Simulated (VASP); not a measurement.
# SiO2 (P4_2/mnm) in VASP: further runs

The runs below take SiO2 through single point, with PBE.

Program: VASP 6.6.1. These are calculated values, not measurements. Logs are shortened: lines on timing, memory, paths and dates and some standing lists are left out, and cuts for length are marked.

### 1 The cell of the first run

The structure is tetragonal, space group P4_2/mnm (No. 136). The conventional cell has a = 4.249 Å, b = 4.249 Å, c = 2.780 Å, α = 90.00°, β = 90.00°, γ = 90.00°. Within 2.4 Å of Si (site symmetry mmm) lie 6 O at 1.81 to 1.84 Å. Within 2.4 Å of O (site symmetry m2m) lie 3 Si at 1.81 to 1.84 Å and 1 O at 2.32 Å.

### 2 Single point, PBE (volume 8.365 Å^3 an atom, c/a of the conventional cell 0.6544)

Input file INCAR:

```
ALGO = Normal ; EDIFF = 1E-6
ENCUT = 520 ; GGA = PE
ISIF = 2 ; ISMEAR = 0
LASPH = True ; LCHARG = False
LREAL = False ; LWAVE = False
NBANDS = 25 ; NELM = 80
PREC = Accurate ; SIGMA = 0.05
```

Input file KPOINTS:

```
k-points
0
Gamma
  6 6 10
```

Input file POSCAR:

```
SiO2
1.0
    4.2487186037      0.0000000000      0.0000000000
    0.0000000000      4.2487186037      0.0000000000
    0.0000000000      0.0000000000      2.7803614542
Si O
2 4
Direct
    0.5000000000      0.5000000000      0.5000000000
    0.0000000000      0.0000000000      0.0000000000
    0.6930127928      0.6930127928      0.0000000000
    0.1930127928      0.8069872072      0.5000000000
    0.3069872072      0.3069872072      0.0000000000
    0.8069872072      0.1930127928      0.5000000000
```

Potentials or basis: VASP PAW PBE potentials, release 64 (Si, O).

Command:

```sh
> cat potpaw_PBE.64/Si/POTCAR potpaw_PBE.64/O/POTCAR > POTCAR
> mpirun -np 1 vasp_std > vasp.out
```

OUTCAR:

```text
EDIFF = 1E-6
   ENCUT = 520
   GGA = PE
   ISIF = 2
   ISMEAR = 0
   LASPH = True
   LREAL = False
   NELM = 80
   PREC = Accurate

 ion  position               nearest neighbor table
   1  0.500  0.500  0.500-   3 1.81   5 1.81   3 1.81   5 1.81   4 1.84   6 1.84
   2  0.000  0.000  0.000-   4 1.81   6 1.81   4 1.81   6 1.81   5 1.84   3 1.84
   3  0.693  0.693  0.000-   1 1.81   1 1.81   2 1.84
   4  0.193  0.807  0.500-   2 1.81   2 1.81   1 1.84
   5  0.307  0.307  0.000-   1 1.81   1 1.81   2 1.84
   6  0.807  0.193  0.500-   2 1.81   2 1.81   1 1.84

  LATTYP: Found a simple tetragonal cell.
 ALAT       =     4.2487186037
 C/A-ratio  =     0.6544000000

  Lattice vectors:

 A1 = (   4.2487186037,   0.0000000000,   0.0000000000)
 A2 = (   0.0000000000,   4.2487186037,   0.0000000000)
 A3 = (   0.0000000000,   0.0000000000,   2.7803614542)

Analysis of symmetry for initial positions (statically):
=====================================================================
 Subroutine PRICEL returns:
 Original cell was already a primitive cell.

 Routine SETGRP: Setting up the symmetry group for a
 simple tetragonal supercell.

 Subroutine GETGRP returns: Found 16 space group operations
 (whereof  8 operations were pure point group operations)
 out of a pool of 16 trial point group operations.

The static configuration has the point symmetry D_2h.
 The point group associated with its full space group is D_4h.

Analysis of symmetry for dynamics (positions and initial velocities):
=====================================================================
 Subroutine PRICEL returns:
 Original cell was already a primitive cell.

 Routine SETGRP: Setting up the symmetry group for a
 simple tetragonal supercell.

 Subroutine GETGRP returns: Found 16 space group operations
 (whereof  8 operations were pure point group operations)
 out of a pool of 16 trial point group operations.

The dynamic configuration has the point symmetry D_2h.
 The point group associated with its full space group is D_4h.

 Subroutine INISYM returns: Found 16 space group operations
 (whereof  8 operations are pure point group operations),
 and found     1 'primitive' translations

----------------------------------------------------------------------------------------

                                     Primitive cell

  volume of cell :      50.1900

  direct lattice vectors                    reciprocal lattice vectors
     4.248718604  0.000000000  0.000000000     0.235365081  0.000000000  0.000000000
     0.000000000  4.248718604  0.000000000     0.000000000  0.235365081  0.000000000
     0.000000000  0.000000000  2.780361454     0.000000000  0.000000000  0.359665467

  length of vectors
     4.248718604  4.248718604  2.780361454     0.235365081  0.235365081  0.359665467

  position of ions in fractional coordinates (direct lattice)
     0.500000000  0.500000000  0.500000000
     0.000000000  0.000000000  0.000000000
     0.693012793  0.693012793  0.000000000
     0.193012793  0.806987207  0.500000000
     0.306987207  0.306987207  0.000000000
     0.806987207  0.193012793  0.500000000

  ion indices of the primitive-cell ions
   primitive index   ion index
                 1           1
                 2           2
                 3           3
                 4           4
                 5           5
                 6           6

----------------------------------------------------------------------------------------

 KPOINTS: k-points

Automatic generation of k-mesh.
 Grid dimensions read from file:
 generate k-points for:    6    6   10

 Generating k-lattice:

  Cartesian coordinates                     Fractional coordinates (reciprocal lattice)
     0.039227514  0.000000000  0.000000000     0.166666667  0.000000000  0.000000000
     0.000000000  0.039227514  0.000000000     0.000000000  0.166666667  0.000000000
     0.000000000  0.000000000  0.035966547     0.000000000  0.000000000  0.100000000

  Length of vectors
     0.039227514  0.039227514  0.035966547

  Shift w.r.t. Gamma in fractional coordinates (k-lattice)
     0.000000000  0.000000000  0.000000000

 Subroutine IBZKPT returns following result:
 ===========================================

 Found     60 irreducible k-points:

 Following reciprocal coordinates:
            Coordinates               Weight
  0.000000  0.000000  0.000000      1.000000
  0.166667  0.000000  0.000000      4.000000
  0.333333  0.000000  0.000000      4.000000
  0.500000  0.000000  0.000000      2.000000
  0.166667  0.166667  0.000000      4.000000
  0.333333  0.166667  0.000000      8.000000
[... 16 lines left out ...]
  0.333333  0.000000  0.200000      8.000000
  0.500000  0.000000  0.200000      4.000000
 [... further k-points ...]
   k-points           NKPTS =     60   k-points in BZ     NKDIM =     60   number of bands    NBANDS=     25
   number of dos      NEDOS =    301   number of ions     NIONS =      6
   total plane-waves  NPLWV =  24576
   dimension x,y,z NGX =    32 NGY =   32 NGZ =   24
   dimension x,y,z NGXF=    64 NGYF=   64 NGZF=   48
   ions per type =               2   4
   NGX,Y,Z   is equivalent  to a cutoff of  12.52, 12.52, 14.35 a.u.
   NGXF,Y,Z  is equivalent  to a cutoff of  25.04, 25.04, 28.70 a.u.
 SYSTEM =  unknown system
   PREC   = accura    normal or accurate (medium, high low for compatibility)
   ISTART =      0    job   : 0-new  1-cont  2-samecut
   ICHARG =      2    charge: 1-file 2-atom 10-const
   ISPIN  =      1    spin polarized calculation?
   LNONCOLLINEAR =      F non collinear calculations
   LSORBIT =      F    spin-orbit coupling
   LASPH  =      T    aspherical Exc in radial PAW
   ENCUT  =  520.0 eV  38.22 Ry    6.18 a.u.   7.90  7.90  5.17*2*pi/ulx,y,z
   NELM   =     80;   NELMIN=  2; NELMDL= -5     # of ELM steps
   EDIFF  = 0.1E-05   stopping-criterion for ELM
   LREAL  =      F    real-space projection
   EDIFFG = 0.1E-04   stopping-criterion for IOM
   NSW    =      0    number of steps for IOM
   IBRION =     -1    ionic relax: 0-MD 1-quasi-New 2-CG
   NFREE  =      0    steps in history (QN), initial steepest desc. (CG)
   ISIF   =      2    stress and relaxation
   ISYM   =      2    0-nonsym 1-usesym 2-fastsym
   POTIM  = 0.5000    time-step for ionic-motion
   TEBEG  =    0.0;   TEEND  =   0.0 temperature during run
   PSTRESS=    0.0 pullay stress
   NELECT =      32.0000    total number of electrons
   NUPDOWN=      -1.0000    fix difference up-down
   EMIN   =  10.00;   EMAX   =-10.00  energy-range for DOS
   EFERMI =   0.00;   METHOD = LEGACY
   ISMEAR =     0;   SIGMA  =   0.05  broadening in eV -4-tet -1-fermi 0-gaus
   EFERMI_NEDOS =   21; number of points for ismear=-14 and -15
   IALGO  =     38    algorithm
   IMIX   =      4    mixing-type and parameters
     AMIX     =   0.40;   BMIX     =  1.00
     AMIX_MAG =   1.60;   BMIX_MAG =  1.00
  volume/ion in A,a.u.               =       8.37        56.45
  Fermi-wavevector in a.u.,A,eV,Ry     =   1.409026  2.662674 27.012395  1.985355
  Thomas-Fermi vector in A             =   2.531124
   LORBIT       =      0    0 simple, 1 ext, 2 COOP (PROOUT), +10 PAW based schemes
   GGA     = PE    functional components
   LHFCALC =     F    Hartree Fock is set to
   AEXX    =    0.0000 exact exchange contribution
   IVDW    =     0    specifies the selected vdW correction
   LEPSILON=     F    determine dielectric tensor
   LRPA    =     F    only Hartree local field effects (RPA)
 non-spin polarized calculation
 Gauss-broadening in eV      SIGMA  =   0.05
  energy-cutoff  :      520.00
  volume of cell :       50.19
 maximum number of plane-waves:      1379
 NGX is ok and might be reduce to    32
   NGX = 15   NGY = 15   NGZ = 11

 number of electron      32.0000017 magnetization

 Free energy of the ion-electron system (eV)
  ---------------------------------------------------
  ext. energy  EPLUGINS =         0.00000000
  ---------------------------------------------------
  free energy    TOTEN  =       -46.20652470 eV

  energy without entropy =      -46.20652470  energy(sigma->0) =      -46.20652470

 E-fermi :   7.5021     XC(G=0): -11.8951

 val. band max:        7.2619687996   @ k =   0.0000   0.0000   0.0000
 cond. band min:      11.5057026396   @ k =   0.0000   0.0000   0.0000
 fundamental gap:      4.2437338400
 Fermi energy:         7.5021022955

 k-point     1 :       0.0000    0.0000    0.0000
  band No.  band energies     occupation
      1     -14.5385      2.00000
      2     -11.2142      2.00000
      3     -11.2142      2.00000
      4     -11.0161      2.00000
      5      -3.1265      2.00000
      6       1.3730      2.00000
[... 17 lines left out ...]
     24      20.6706      0.00000
     25      22.2431      0.00000

 k-point     2 :       0.1667    0.0000    0.0000
  band No.  band energies     occupation
      1     -14.4028      2.00000
      2     -11.8077      2.00000
      3     -11.1495      2.00000
      4     -10.7034      2.00000
      5      -2.9096      2.00000
      6       0.6326      2.00000
[... 17 lines left out ...]
     24      20.1958      0.00000
     25      22.1514      0.00000

 k-point     3 :       0.3333    0.0000    0.0000
  band No.  band energies     occupation
      1     -14.0071      2.00000
      2     -12.6147      2.00000
      3     -10.9770      2.00000
      4     -10.6247      2.00000
      5      -2.3267      2.00000
      6      -0.4704      2.00000
[... 17 lines left out ...]
     24      20.5208      0.00000
     25      21.0471      0.00000

 k-point     4 :       0.5000    0.0000    0.0000
  band No.  band energies     occupation
      1     -13.3876      2.00000
      2     -13.3876      2.00000
      3     -10.7637      2.00000
      4     -10.7637      2.00000
      5      -1.4892      2.00000
      6      -1.4892      2.00000
[... 17 lines left out ...]
     24      19.7619      0.00000
     25      21.6113      0.00000
[... 477 lines left out ...]
 k-point    22 :       0.1667    0.0000    0.2000
  band No.  band energies     occupation
      1     -13.9490      2.00000
      2     -11.5947      2.00000
      3     -10.9609      2.00000
      4     -10.6977      2.00000
      5      -2.7412      2.00000
      6       0.6279      2.00000
[... 17 lines left out ...]
     24      20.4901      0.00000
     25      20.6448      0.00000

 k-point    23 :       0.3333    0.0000    0.2000
  band No.  band energies     occupation
      1     -13.5782      2.00000
      2     -12.3034      2.00000
      3     -10.8370      2.00000
      4     -10.6133      2.00000
      5      -2.0578      2.00000
      6      -0.1623      2.00000
[... 17 lines left out ...]
     24      19.6279      0.00000
     25      21.0872      0.00000

 k-point    24 :       0.5000    0.0000    0.2000
  band No.  band energies     occupation
      1     -13.0043      2.00000
      2     -13.0043      2.00000
      3     -10.6925      2.00000
      4     -10.6925      2.00000
      5      -1.1468      2.00000
      6      -1.1468      2.00000
[... 17 lines left out ...]
     24      19.2730      0.00000
     25      20.9170      0.00000

 [... further k-points ...]
[... 5 lines left out ...]
  --------------------------------------------------------------------------------------
  -------------------------------------------------------------------------------------
  Total       -2.2503431     -2.2503431     -6.5345769     -0.0000000      0.0000000      0.0000000
  in kB      -71.8359963    -71.8359963   -208.5983471     -0.0000000      0.0000000      0.0000000
  external PRESSURE =    -117.4234466 kB  Pullay stress =       0.0000000 kB

 VOLUME and BASIS-vectors are now :
 -----------------------------------------------------------------------------
  energy-cutoff  :      520.00
  volume of cell :       50.19
      direct lattice vectors                 reciprocal lattice vectors
     4.248718604  0.000000000  0.000000000     0.235365081  0.000000000  0.000000000
     0.000000000  4.248718604  0.000000000     0.000000000  0.235365081  0.000000000
     0.000000000  0.000000000  2.780361454     0.000000000  0.000000000  0.359665467

 POSITION                                       TOTAL-FORCE (eV/Angst)
 -----------------------------------------------------------------------------------
      2.12436      2.12436      1.39018         0.000000      0.000000      0.000000
      0.00000      0.00000      0.00000         0.000000      0.000000      0.000000
      2.94442      2.94442      0.00000         0.002968      0.002968      0.000000
      0.82006      3.42866      1.39018         0.002968     -0.002968      0.000000
      1.30430      1.30430      0.00000        -0.002968     -0.002968     -0.000000
      3.42866      0.82006      1.39018        -0.002968      0.002968      0.000000
 -----------------------------------------------------------------------------------
    total drift:                                0.000000      0.000000     -0.000000

  FREE ENERGIE OF THE ION-ELECTRON SYSTEM (eV)
  ---------------------------------------------------
  free  energy   TOTEN  =       -46.2065247044 eV

  energy  without entropy=      -46.2065247044  energy(sigma->0) =      -46.20652470
```

Wall time 29 s (1 thread of AMD EPYC 9R45 (Zen 5), shared host); peak memory 0.16 GiB.

What came out:

```yaml
Free_energy: -46.2065 eV
Pressure: -11.7 GPa
Largest_force: 0.004 eV/Å
Band_gap_on_the_k_mesh: 4.24 eV, direct
```

Forces in eV/Å, atoms in the order of the input:
```
Si   0.000  0.000  0.000
Si   0.000  0.000  0.000
O    0.003  0.003  0.000
O    0.003 -0.003  0.000
O   -0.003 -0.003  0.000
O   -0.003  0.003  0.000
```

Stress tensor (GPa, compression positive):
```
 -7.18   0.00   0.00
  0.00  -7.18   0.00
  0.00   0.00 -20.86
```

Levels at points of the mesh, in eV from the valence-band top:
```csv
k point,band 14,band 15,band 16,band 17,band 18,band 19
"(0.00, 0.00, 0.00)",-0.80,-0.80,0.00,4.24,6.00,7.58
"(0.50, 0.00, 0.00)",-2.63,-0.97,-0.97,6.56,6.56,8.21
"(0.50, 0.50, 0.00)",-2.53,-1.96,-1.96,6.30,6.30,9.10
"(0.00, 0.00, 0.50)",-2.78,-2.42,-2.42,8.15,8.15,11.93
"(0.50, 0.00, 0.50)",-2.06,-1.57,-1.57,8.04,8.04,9.25
"(0.50, 0.50, 0.50)",-1.59,-1.37,-1.37,6.41,6.41,10.49
```

 A k mesh can miss the band edges.

(Part 1 of 3 ends here.)
